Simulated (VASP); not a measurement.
# C (P6_3/mmc) in VASP: relaxation of shape and atoms at fixed volume with HSE06

Aim: the relaxation of shape and atoms at fixed volume of C with HSE06.

Everything below comes from runs of VASP 6.6.1. Logs are shortened: lines on timing, memory, paths and dates and some standing lists are left out, and cuts for length are marked.

## Step 1: The cell of the first run

It takes space group P6_3/mmc (No. 194, hexagonal). The conventional cell has a = 2.440 Å, b = 2.440 Å, c = 8.056 Å, α = 90.00°, β = 90.00°, γ = 120.00°. C (site symmetry -6m2) has 3 C at 1.41 Å within 1.9 Å. Within 1.9 Å of C (site symmetry -6m2) lie 3 C at 1.41 Å.

## Step 2: Relaxation of shape and atoms at fixed volume, HSE06 (10.38 Å³/atom)

Contents of POSCAR:

```
C
1.0
    2.4399102287      0.0000000000      0.0000000000
   -1.2199551143      2.1130242410      0.0000000000
    0.0000000000      0.0000000000      8.0556261141
C
4
Direct
    0.0000000000      0.0000000000      0.2500000000
    0.0000000000      0.0000000000      0.7500000000
    0.3333333333      0.6666666667      0.2500000000
    0.6666666667      0.3333333333      0.7500000000
```

Contents of INCAR.step1:

```
SYSTEM = C
  PREC = Accurate
  ENCUT = 600
  EDIFF = 1E-5
  ISMEAR = 0
  SIGMA = 0.05
  LREAL = .False.
  LASPH = .True.
  NELM = 80
  ALGO = Normal
  LWAVE = .True.
  LCHARG = .False.
  GGA = PE
  NBANDS = 16
```

Contents of INCAR.step2:

```
SYSTEM = C
  PREC = Accurate
  ENCUT = 600
  EDIFF = 1E-7
  ISMEAR = 0
  SIGMA = 0.05
  LREAL = .False.
  LASPH = .True.
  NELM = 80
  ALGO = Normal
  ISIF = 4
  LWAVE = .False.
  LCHARG = .False.
  GGA = PE
  LHFCALC = .True.
  HFSCREEN = 0.2079
  PRECFOCK = Normal
  IBRION = 2
  NSW = 60
  EDIFFG = -0.04
  ISTART = 1
```

Contents of KPOINTS:

```
Automatic mesh
0
Gamma
  8 8 2
  0 0 0
```

Potentials or basis: VASP PAW PBE potentials, release 64 (C).

Launch:

```bash
$ cat potpaw_PBE.64/C/POTCAR > POTCAR
$ cp INCAR.step1 INCAR
$ mpirun -np 1 vasp_std > vasp.out
$ cp INCAR.step2 INCAR
$ mpirun -np 1 vasp_std > vasp.out
```

OUTCAR:

```text
SYSTEM = C
   PREC = Accurate
   ENCUT = 600
   EDIFF = 1E-7
   ISMEAR = 0
   LREAL = .False.
   LASPH = .True.
   NELM = 80
   ISIF = 4
   GGA = PE
   LHFCALC = .True.
   HFSCREEN = 0.2079
   PRECFOCK = Normal
   IBRION = 2
   NSW = 60
   EDIFFG = -0.04
   ISTART = 1

 ion  position               nearest neighbor table
   1  0.000  0.000  0.250-   3 1.41   3 1.41   3 1.41
   2  0.000  0.000  0.750-   4 1.41   4 1.41   4 1.41
   3  0.333  0.667  0.250-   1 1.41   1 1.41   1 1.41
   4  0.667  0.333  0.750-   2 1.41   2 1.41   2 1.41

  LATTYP: Found a hexagonal cell.
 ALAT       =     2.4399102287
 C/A-ratio  =     3.3016075835

  Lattice vectors:

 A1 = (   2.4399102287,   0.0000000000,   0.0000000000)
 A2 = (  -1.2199551143,   2.1130242410,   0.0000000000)
 A3 = (   0.0000000000,   0.0000000000,   8.0556261141)

Analysis of symmetry for initial positions (statically):
=====================================================================
 Subroutine PRICEL returns:
 Original cell was already a primitive cell.

 Routine SETGRP: Setting up the symmetry group for a
 hexagonal supercell.

 Subroutine GETGRP returns: Found 24 space group operations
 (whereof 12 operations were pure point group operations)
 out of a pool of 24 trial point group operations.

The static configuration has the point symmetry D_3d.
 The point group associated with its full space group is D_6h.

Analysis of symmetry for dynamics (positions and initial velocities):
=====================================================================
 Subroutine PRICEL returns:
 Original cell was already a primitive cell.

 Routine SETGRP: Setting up the symmetry group for a
 hexagonal supercell.

 Subroutine GETGRP returns: Found 24 space group operations
 (whereof 12 operations were pure point group operations)
 out of a pool of 24 trial point group operations.

The dynamic configuration has the point symmetry D_3d.
 The point group associated with its full space group is D_6h.

 Subroutine INISYM returns: Found 24 space group operations
 (whereof 12 operations are pure point group operations),
 and found     1 'primitive' translations

----------------------------------------------------------------------------------------

                                     Primitive cell

  volume of cell :      41.5315

  direct lattice vectors                    reciprocal lattice vectors
     2.439910229  0.000000000  0.000000000     0.409851145  0.236627669  0.000000000
    -1.219955114  2.113024241  0.000000000     0.000000000  0.473255337  0.000000000
     0.000000000  0.000000000  8.055626114     0.000000000  0.000000000  0.124136844

  length of vectors
     2.439910229  2.439910229  8.055626114     0.473255337  0.473255337  0.124136844

  position of ions in fractional coordinates (direct lattice)
     0.000000000  0.000000000  0.250000000
     0.000000000  0.000000000  0.750000000
     0.333333333  0.666666667  0.250000000
     0.666666667  0.333333333  0.750000000

  ion indices of the primitive-cell ions
   primitive index   ion index
                 1           1
                 2           2
                 3           3
                 4           4

----------------------------------------------------------------------------------------

 KPOINTS: Automatic mesh

Automatic generation of k-mesh.
 Grid dimensions read from file:
[... 82 lines left out ...]
  Fermi-wavevector in a.u.,A,eV,Ry     =   1.191212  2.251064 19.306467  1.418985
  Thomas-Fermi vector in A             =   2.327279
   LORBIT       =      0    0 simple, 1 ext, 2 COOP (PROOUT), +10 PAW based schemes
   GGA     = PE    functional components
   LHFCALC =     T    Hartree Fock is set to
   PRECFOCK=normal    Normal, Fast or Accurate (Low or Medium for compatibility)
   ENCUT4O =  -1.0   cutoff for four orbital integrals eV
   NKREDX  =     1    reduce k-point grid by
   NKREDY  =     1    reduce k-point grid by
   NKREDZ  =     1    reduce k-point grid by
   AEXX    =    0.2500 exact exchange contribution
   HFSCREEN=    0.2079 screening length (either q_TF or 0.3 A-1)
   HFSCREENC=   0.2079 screening length for correlation (either q_TF or 0.3 A-1)
   ENCUTFOCK=  -1.0 apply spherical cutoff to Coloumb kernel
   IVDW    =     0    specifies the selected vdW correction
   LEPSILON=     F    determine dielectric tensor
   LRPA    =     F    only Hartree local field effects (RPA)
 conjugate gradient relaxation of ions
 non-spin polarized calculation
 Gauss-broadening in eV      SIGMA  =   0.05
  energy-cutoff  :      600.00
  volume of cell :       41.53
 maximum number of plane-waves:      1410
 NGX is ok and might be reduce to    20
  NGX = 16; NGY = 16; NGZ = 50

--------------------------------------- Ionic step        1  -------------------------------------------

 number of electron      16.0000001 magnetization

 Free energy of the ion-electron system (eV)
  ---------------------------------------------------
  ext. energy  EPLUGINS =         0.00000000
  ---------------------------------------------------
  free energy    TOTEN  =       -42.35123809 eV

  energy without entropy =      -42.35123809  energy(sigma->0) =      -42.35123809

------------------------ aborting loop because EDIFF is reached ----------------------------------------

  FORCE on cell =-STRESS in cart. coord.  units (eV):
  Direction    XX          YY          ZZ          XY          YZ          ZX
  --------------------------------------------------------------------------------------
  -------------------------------------------------------------------------------------
  Total        1.2579381      1.2579381     -0.0702013      0.0000000     -0.0000000      0.0000000
  in kB       48.5279804     48.5279804     -2.7081855      0.0000000     -0.0000000      0.0000000
  external PRESSURE =      31.4492584 kB  Pullay stress =       0.0000000 kB

 VOLUME and BASIS-vectors are now :
 -----------------------------------------------------------------------------
  energy-cutoff  :      600.00
  volume of cell :       41.53
      direct lattice vectors                 reciprocal lattice vectors
     2.439910229  0.000000000  0.000000000     0.409851145  0.236627669  0.000000000
    -1.219955114  2.113024241  0.000000000     0.000000000  0.473255337  0.000000000
     0.000000000  0.000000000  8.055626114     0.000000000  0.000000000  0.124136844

 POSITION                                       TOTAL-FORCE (eV/Angst)
 -----------------------------------------------------------------------------------
      0.00000      0.00000      2.01391         0.000000     -0.000000      0.000000
      0.00000      0.00000      6.04172        -0.000000      0.000000     -0.000000
     -0.00000      1.40868      2.01391         0.000000     -0.000000     -0.000000
      1.21996      0.70434      6.04172        -0.000000      0.000000      0.000000
 -----------------------------------------------------------------------------------
    total drift:                               -0.000000     -0.000000      0.000000

  FREE ENERGIE OF THE ION-ELECTRON SYSTEM (eV)
  ---------------------------------------------------
  free  energy   TOTEN  =       -42.3512380904 eV

  energy  without entropy=      -42.3512380904  energy(sigma->0) =      -42.35123809

--------------------------------------- Ionic step        2  -------------------------------------------

 number of electron      16.0000001 magnetization

 Free energy of the ion-electron system (eV)
  ---------------------------------------------------
  ext. energy  EPLUGINS =         0.00000000
  ---------------------------------------------------
  free energy    TOTEN  =       -42.35704032 eV

  energy without entropy =      -42.35704032  energy(sigma->0) =      -42.35704032

 E-fermi :   2.4885     XC(G=0):  -7.6306

 val. band max:        2.1843373364   @ k =   0.3750   0.2500   0.0000
 cond. band min:       4.5015288200   @ k =   0.3750   0.2500   0.5000
 fundamental gap:      2.3171914837
 Fermi energy:         2.4885434783

 k-point     1 :       0.0000    0.0000    0.0000
  band No.  band energies     occupation
      1     -18.9008      2.00000
      2     -18.8291      2.00000
      3      -6.0269      2.00000
      4      -5.2317      2.00000
      5      -0.6827      2.00000
      6      -0.6827      2.00000
      7      -0.6799      2.00000
      8      -0.6799      2.00000
      9       6.8730      0.00000
     10      11.0763      0.00000
     11      12.6604      0.00000
     12      12.6604      0.00000
[... 271 lines left out ...]
 k-point    20 :       0.3750    0.2500    0.5000
  band No.  band energies     occupation
      1     -12.0547      2.00000
      2     -12.0547      2.00000
      3     -11.0512      2.00000
      4     -11.0512      2.00000
      5      -8.0207      2.00000
      6      -8.0207      2.00000
      7       2.0647      2.00000
      8       2.0647      2.00000
      9       4.5015      0.00000
     10       4.5015      0.00000
     11      14.4888      0.00000
     12      14.4888      0.00000

------------------------ aborting loop because EDIFF is reached ----------------------------------------

  FORCE on cell =-STRESS in cart. coord.  units (eV):
  Direction    XX          YY          ZZ          XY          YZ          ZX
  --------------------------------------------------------------------------------------
  -------------------------------------------------------------------------------------
  Total       -0.2872638     -0.2872638     -0.0711724     -0.0000000      0.0000000      0.0000000
  in kB      -11.0818907    -11.0818907     -2.7456452     -0.0000000      0.0000000      0.0000000
  external PRESSURE =      -8.3031422 kB  Pullay stress =       0.0000000 kB

 VOLUME and BASIS-vectors are now :
 -----------------------------------------------------------------------------
  energy-cutoff  :      600.00
  volume of cell :       41.53
      direct lattice vectors                 reciprocal lattice vectors
     2.453008105  0.000000000  0.000000000     0.407662738  0.235364191  0.000000000
    -1.226504052  2.124367334  0.000000000    -0.000000000  0.470728383  0.000000000
     0.000000000 -0.000000000  7.969829495     0.000000000  0.000000000  0.125473199

 POSITION                                       TOTAL-FORCE (eV/Angst)
 -----------------------------------------------------------------------------------
     -1.22650      2.12437      1.99246         0.000000     -0.000000      0.000000
      2.45301      0.00000      5.97737        -0.000000      0.000000     -0.000000
     -0.00000      1.41624      1.99246         0.000000     -0.000000     -0.000000
      1.22650      0.70812      5.97737        -0.000000      0.000000      0.000000
 -----------------------------------------------------------------------------------
    total drift:                                0.000000     -0.000000     -0.000000

  FREE ENERGIE OF THE ION-ELECTRON SYSTEM (eV)
  ---------------------------------------------------
  free  energy   TOTEN  =       -42.3570403193 eV

  energy  without entropy=      -42.3570403193  energy(sigma->0) =      -42.35704032

 reached required accuracy - stopping structural energy minimisation
```

Run time: 14 min. Hardware: 1 thread of Intel Xeon 6975P-C (Granite Rapids), shared host; peak memory 0.27 GiB.

Results:

```
Free energy               : -42.3570 eV
Energy gained by relaxing : 1.5 meV/atom
Ionic steps               : 2
Pressure after relaxing   : -0.8 GPa
```

The path:
```
step  energy change (eV)  largest force (eV/Å)  pressure (GPa)  volume (Å³)
   1              0.0000                0.0000            3.14        41.53
   2             -0.0058                0.0000           -0.83        41.53
```

Final structure:
```yaml
crystal:
  lattice:
    - [2.45301, 0.00000, 0.00000]
    - [-1.22650, 2.12437, 0.00000]
    - [0.00000, 0.00000, 7.96983]
  atoms:
    - { symbol: C, position: [0.00000, 0.00000, 0.25000] }
    - { symbol: C, position: [0.00000, 0.00000, 0.75000] }
    - { symbol: C, position: [0.33333, 0.66667, 0.25000] }
    - { symbol: C, position: [0.66667, 0.33333, 0.75000] }
```

Caveat: this functional lacks dispersion, which binds the layers, so the pressure and a relaxed spacing across them are unreliable; the PAW data sets were made with another functional, which shifts forces and pressure a little.
